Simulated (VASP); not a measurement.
# TiCo3 (Pm-3m) in VASP: further runs

The runs below take TiCo3 through single point, with PBEsol.

Program: VASP 6.6.1. These are calculated values, not measurements. Logs are shortened: lines on timing, memory, paths and dates and some standing lists are left out, and cuts for length are marked.

### Step 1. The cell of the first run

Symmetry: Pm-3m, No. 221, cubic system. Conventional cell: a = 3.614 Å, b = 3.614 Å, c = 3.614 Å, α = 90.00°, β = 90.00°, γ = 90.00°. Within 3.4 Å of Ti (site symmetry m-3m) lie 12 Co at 2.56 Å. Within 3.4 Å of Co (site symmetry 4/mmm) lie 4 Ti at 2.56 Å and 8 Co at 2.56 Å.

### Step 2. Single point, PBEsol, collinear spin, ferrimagnetic start

INCAR reads:

```
ALGO = Normal
EDIFF = 1E-7
ENCUT = 520
GGA = PS
ISIF = 2
ISMEAR = 1
ISPIN = 2
LASPH = T
LCHARG = F
LMAXMIX = 4
LORBIT = 11
LREAL = F
LWAVE = F
MAGMOM = -0.42 1.21 1.21 1.21
NBANDS = 32
NELM = 150
PREC = Accurate
SIGMA = 0.01
```

KPOINTS reads:

```
k-points
0
Gamma
  12 12 12
```

POSCAR reads:

```
TiCo3
1.0
    3.6140000000      0.0000000000      0.0000000000
    0.0000000000      3.6140000000      0.0000000000
    0.0000000000      0.0000000000      3.6140000000
Ti Co
1 3
Direct
    0.0000000000      0.0000000000      0.0000000000
    0.0000000000      0.5000000000      0.5000000000
    0.5000000000      0.0000000000      0.5000000000
    0.5000000000      0.5000000000      0.0000000000
```

Potentials or basis: VASP PAW PBE potentials, release 64 (Ti_sv, Co).

Started as:

```bash
> cat potpaw_PBE.64/Ti_sv/POTCAR potpaw_PBE.64/Co/POTCAR > POTCAR
> mpirun -np 1 vasp_std > vasp.out
```

OUTCAR:

```text
EDIFF = 1E-7
   ENCUT = 520
   GGA = PS
   ISIF = 2
   ISMEAR = 1
   ISPIN = 2
   LASPH = T
   LORBIT = 11
   LREAL = F
   NELM = 150
   PREC = Accurate

 ion  position               nearest neighbor table
   1  0.000  0.000  0.000-   2 2.56   3 2.56   4 2.56   2 2.56   3 2.56   2 2.56   4 2.56   2 2.56
                             3 2.56   4 2.56   3 2.56   4 2.56
   2  0.000  0.500  0.500-   1 2.56   3 2.56   4 2.56   1 2.56   4 2.56   1 2.56   3 2.56   1 2.56
                             3 2.56   4 2.56   4 2.56   3 2.56
   3  0.500  0.000  0.500-   1 2.56   2 2.56   4 2.56   1 2.56   4 2.56   2 2.56   4 2.56   4 2.56
                             1 2.56   2 2.56   1 2.56   2 2.56
   4  0.500  0.500  0.000-   1 2.56   2 2.56   3 2.56   2 2.56   3 2.56   1 2.56   3 2.56   3 2.56
                             1 2.56   2 2.56   2 2.56   1 2.56

  LATTYP: Found a simple cubic cell.
 ALAT       =     3.6140000000

  Lattice vectors:

 A1 = (   3.6140000000,   0.0000000000,   0.0000000000)
 A2 = (   0.0000000000,   3.6140000000,   0.0000000000)
 A3 = (   0.0000000000,   0.0000000000,   3.6140000000)

Analysis of symmetry for initial positions (statically):
=====================================================================
 Subroutine PRICEL returns:
 Original cell was already a primitive cell.

 Routine SETGRP: Setting up the symmetry group for a
 simple cubic supercell.

 Subroutine GETGRP returns: Found 48 space group operations
 (whereof 48 operations were pure point group operations)
 out of a pool of 48 trial point group operations.

The static configuration has the point symmetry O_h .

Analysis of symmetry for dynamics (positions and initial velocities):
=====================================================================
 Subroutine PRICEL returns:
 Original cell was already a primitive cell.

 Routine SETGRP: Setting up the symmetry group for a
 simple cubic supercell.

 Subroutine GETGRP returns: Found 48 space group operations
 (whereof 48 operations were pure point group operations)
 out of a pool of 48 trial point group operations.

The dynamic configuration has the point symmetry O_h .

Analysis of structural, dynamic, and magnetic symmetry:
=====================================================================
 Subroutine PRICEL returns:
 Original cell was already a primitive cell.

 Routine SETGRP: Setting up the symmetry group for a
 simple cubic supercell.

 Subroutine GETGRP returns: Found 48 space group operations
 (whereof 48 operations were pure point group operations)
 out of a pool of 48 trial point group operations.

The overall configuration has the point symmetry O_h .

 Subroutine INISYM returns: Found 48 space group operations
 (whereof 48 operations are pure point group operations),
 and found     1 'primitive' translations

----------------------------------------------------------------------------------------

                                     Primitive cell

  volume of cell :      47.2024

  direct lattice vectors                    reciprocal lattice vectors
     3.614000000  0.000000000  0.000000000     0.276701716  0.000000000  0.000000000
     0.000000000  3.614000000  0.000000000     0.000000000  0.276701716  0.000000000
     0.000000000  0.000000000  3.614000000     0.000000000  0.000000000  0.276701716

  length of vectors
     3.614000000  3.614000000  3.614000000     0.276701716  0.276701716  0.276701716

  position of ions in fractional coordinates (direct lattice)
     0.000000000  0.000000000  0.000000000
     0.000000000  0.500000000  0.500000000
     0.500000000  0.000000000  0.500000000
     0.500000000  0.500000000  0.000000000

  ion indices of the primitive-cell ions
   primitive index   ion index
                 1           1
                 2           2
                 3           3
                 4           4

----------------------------------------------------------------------------------------

 KPOINTS: k-points

Automatic generation of k-mesh.
 Grid dimensions read from file:
 generate k-points for:   12   12   12

 Generating k-lattice:

  Cartesian coordinates                     Fractional coordinates (reciprocal lattice)
     0.023058476  0.000000000  0.000000000     0.083333333  0.000000000  0.000000000
     0.000000000  0.023058476  0.000000000     0.000000000  0.083333333  0.000000000
     0.000000000  0.000000000  0.023058476     0.000000000  0.000000000  0.083333333

  Length of vectors
     0.023058476  0.023058476  0.023058476

  Shift w.r.t. Gamma in fractional coordinates (k-lattice)
     0.000000000  0.000000000  0.000000000

 Subroutine IBZKPT returns following result:
 ===========================================

 Found     84 irreducible k-points:

 Following reciprocal coordinates:
            Coordinates               Weight
  0.000000  0.000000  0.000000      1.000000
  0.083333  0.000000  0.000000      6.000000
  0.166667  0.000000  0.000000      6.000000
  0.250000  0.000000  0.000000      6.000000
  0.333333  0.000000  0.000000      6.000000
  0.416667  0.000000  0.000000      6.000000
[... 16 lines left out ...]
  0.333333  0.333333  0.000000     12.000000
  0.416667  0.333333  0.000000     24.000000
 [... further k-points ...]
   k-points           NKPTS =     84   k-points in BZ     NKDIM =     84   number of bands    NBANDS=     32
   number of dos      NEDOS =    301   number of ions     NIONS =      4
   total plane-waves  NPLWV =  21952
   dimension x,y,z NGX =    28 NGY =   28 NGZ =   28
   dimension x,y,z NGXF=    56 NGYF=   56 NGZF=   56
   ions per type =               1   3
   NGX,Y,Z   is equivalent  to a cutoff of  12.88, 12.88, 12.88 a.u.
   NGXF,Y,Z  is equivalent  to a cutoff of  25.76, 25.76, 25.76 a.u.
 SYSTEM =  unknown system
   PREC   = accura    normal or accurate (medium, high low for compatibility)
   ISTART =      0    job   : 0-new  1-cont  2-samecut
   ICHARG =      2    charge: 1-file 2-atom 10-const
   ISPIN  =      2    spin polarized calculation?
   LNONCOLLINEAR =      F non collinear calculations
   LSORBIT =      F    spin-orbit coupling
   LASPH  =      T    aspherical Exc in radial PAW
   ENCUT  =  520.0 eV  38.22 Ry    6.18 a.u.   6.72  6.72  6.72*2*pi/ulx,y,z
   NELM   =    150;   NELMIN=  2; NELMDL= -5     # of ELM steps
   EDIFF  = 0.1E-06   stopping-criterion for ELM
   LREAL  =      F    real-space projection
   EDIFFG = 0.1E-05   stopping-criterion for IOM
   NSW    =      0    number of steps for IOM
   IBRION =     -1    ionic relax: 0-MD 1-quasi-New 2-CG
   NFREE  =      0    steps in history (QN), initial steepest desc. (CG)
   ISIF   =      2    stress and relaxation
   ISYM   =      2    0-nonsym 1-usesym 2-fastsym
   POTIM  = 0.5000    time-step for ionic-motion
   TEBEG  =    0.0;   TEEND  =   0.0 temperature during run
   PSTRESS=    0.0 pullay stress
   NELECT =      39.0000    total number of electrons
   NUPDOWN=      -1.0000    fix difference up-down
   EMIN   =  10.00;   EMAX   =-10.00  energy-range for DOS
   EFERMI =   0.00;   METHOD = LEGACY
   ISMEAR =     1;   SIGMA  =   0.01  broadening in eV -4-tet -1-fermi 0-gaus
   EFERMI_NEDOS =   21; number of points for ismear=-14 and -15
   IALGO  =     38    algorithm
   IMIX   =      4    mixing-type and parameters
     AMIX     =   0.40;   BMIX     =  1.00
     AMIX_MAG =   1.60;   BMIX_MAG =  1.00
  volume/ion in A,a.u.               =      11.80        79.63
  Fermi-wavevector in a.u.,A,eV,Ry     =   1.536178  2.902956 32.107613  2.359843
  Thomas-Fermi vector in A             =   2.642863
   LORBIT       =     11    0 simple, 1 ext, 2 COOP (PROOUT), +10 PAW based schemes
   GGA     = PS    functional components
   LHFCALC =     F    Hartree Fock is set to
   AEXX    =    0.0000 exact exchange contribution
   IVDW    =     0    specifies the selected vdW correction
   LEPSILON=     F    determine dielectric tensor
   LRPA    =     F    only Hartree local field effects (RPA)
 spin polarized calculation
 Methfessel and Paxton  Order N= 1 SIGMA  =   0.01
  energy-cutoff  :      520.00
  volume of cell :       47.20
 maximum number of plane-waves:      1328
 NGX is ok and might be reduce to    28
   NGX = 13   NGY = 13   NGZ = 13

 number of electron      39.0000031 magnetization      -0.1736692

 number of electron      39.0000031 magnetization       0.1708290

 Free energy of the ion-electron system (eV)
  ---------------------------------------------------
  ext. energy  EPLUGINS =         0.00000000
  ---------------------------------------------------
  free energy    TOTEN  =       -32.53049694 eV

  energy without entropy =      -32.53046087  energy(sigma->0) =      -32.53048492

 E-fermi :   9.6321     XC(G=0): -13.2558

 val. band max:        9.6316160313   @ k =   0.2500   0.1667   0.0833
 cond. band min:       9.6330317193   @ k =   0.4167   0.1667   0.0000
 fundamental gap:      0.0014156880
 Fermi energy:         9.6320859757

 spin component 1

 k-point     1 :       0.0000    0.0000    0.0000
  band No.  band energies     occupation
      1     -46.6111      1.00000
      2     -22.9556      1.00000
      3     -22.9556      1.00000
      4     -22.9556      1.00000
      5       1.8155      1.00000
      6       5.5558      1.00000
[... 805 lines left out ...]
     30      21.2591      0.00000
     31      21.7569      0.00000

 [... further k-points ...]

 spin component 2

 k-point     1 :       0.0000    0.0000    0.0000
  band No.  band energies     occupation
      1     -46.6403      1.00000
      2     -22.9848      1.00000
      3     -22.9848      1.00000
      4     -22.9848      1.00000
      5       1.8144      1.00000
      6       5.5844      1.00000
[... 805 lines left out ...]
     30      21.2787      0.00000
     31      21.7624      0.00000

 [... further k-points ...]

 [bands above 31 left out]

------------------------ aborting loop because EDIFF is reached ----------------------------------------

  FORCE on cell =-STRESS in cart. coord.  units (eV):
  Direction    XX          YY          ZZ          XY          YZ          ZX
  --------------------------------------------------------------------------------------
  -------------------------------------------------------------------------------------
  Total       -4.3972984     -4.3972984     -4.3972984     -0.0000000      0.0000000     -0.0000000
  in kB     -149.2560963   -149.2560963   -149.2560963     -0.0000000      0.0000000     -0.0000000
  external PRESSURE =    -149.2560963 kB  Pullay stress =       0.0000000 kB

 VOLUME and BASIS-vectors are now :
 -----------------------------------------------------------------------------
  energy-cutoff  :      520.00
  volume of cell :       47.20
      direct lattice vectors                 reciprocal lattice vectors
     3.614000000  0.000000000  0.000000000     0.276701716  0.000000000  0.000000000
     0.000000000  3.614000000  0.000000000     0.000000000  0.276701716  0.000000000
     0.000000000  0.000000000  3.614000000     0.000000000  0.000000000  0.276701716

 POSITION                                       TOTAL-FORCE (eV/Angst)
 -----------------------------------------------------------------------------------
      0.00000      0.00000      0.00000         0.000000      0.000000      0.000000
      0.00000      1.80700      1.80700         0.000000      0.000000      0.000000
      1.80700      0.00000      1.80700         0.000000      0.000000      0.000000
      1.80700      1.80700      0.00000         0.000000      0.000000      0.000000
 -----------------------------------------------------------------------------------
    total drift:                                0.000000      0.000000      0.000000

  FREE ENERGIE OF THE ION-ELECTRON SYSTEM (eV)
  ---------------------------------------------------
  free  energy   TOTEN  =       -32.5304969417 eV

  energy  without entropy=      -32.5304608705  energy(sigma->0) =      -32.53048492

 total charge

# of ion       s       p       d       tot
------------------------------------------
    1        2.262   6.187   1.911  10.359
    2        0.498   0.490   7.307   8.294
    3        0.498   0.490   7.307   8.294
    4        0.498   0.490   7.307   8.294
--------------------------------------------------
tot          3.755   7.657  23.831  35.243

 magnetization (x)

# of ion       s       p       d       tot
------------------------------------------
    1       -0.001  -0.002  -0.029  -0.032
    2       -0.000  -0.002   0.081   0.079
    3       -0.000  -0.002   0.081   0.079
    4       -0.000  -0.002   0.081   0.079
--------------------------------------------------
tot         -0.002  -0.008   0.213   0.203
```

Run time: 33 min. Hardware: 1 thread of Intel Xeon Platinum 8488C (Sapphire Rapids), shared host; peak memory 0.32 GiB.

Results:

| Item | Value |
| --- | --- |
| Free energy | -32.5305 eV |
| Pressure | -14.9 GPa |
| Net moment | 0.17 μB per cell |
| Site moments | Ti -0.03; Co +0.08 μB |
| Valence electrons inside the program's atomic spheres | Ti 10.36; Co 8.29 |

Levels at points of the mesh, in eV from the Fermi level:
Spin up:
```
           k point  band 17  band 18  band 19  band 20  band 21  band 22  band 23  band 24
(0.00, 0.00, 0.00)     0.41     0.63     0.63     0.63     2.45     2.45     3.26     3.26
(0.50, 0.00, 0.00)    -0.55    -0.55    -0.49     0.05     0.64     1.20     1.20     1.87
(0.50, 0.50, 0.00)    -0.84    -0.78    -0.78    -0.36    -0.34     1.68     1.68     2.03
(0.50, 0.50, 0.50)     0.05     0.44     0.44     0.44     0.80     0.80     0.80     2.09
```
Spin down:
| k point | band 17 | band 18 | band 19 | band 20 | band 21 | band 22 | band 23 | band 24 |
| --- | --- | --- | --- | --- | --- | --- | --- | --- |
| (0.00, 0.00, 0.00) | 0.49 | 0.69 | 0.69 | 0.69 | 2.48 | 2.48 | 3.25 | 3.25 |
| (0.50, 0.00, 0.00) | -0.49 | -0.49 | -0.40 | 0.17 | 0.69 | 1.19 | 1.19 | 1.89 |
| (0.50, 0.50, 0.00) | -0.77 | -0.67 | -0.67 | -0.30 | -0.29 | 1.67 | 1.67 | 2.08 |
| (0.50, 0.50, 0.50) | 0.06 | 0.50 | 0.50 | 0.50 | 0.79 | 0.79 | 0.79 | 2.12 |

Caveat: the cell stands under tension; the PAW data sets were made with another functional, which shifts forces and pressure a little.

(Continued in part 2 of 2.)
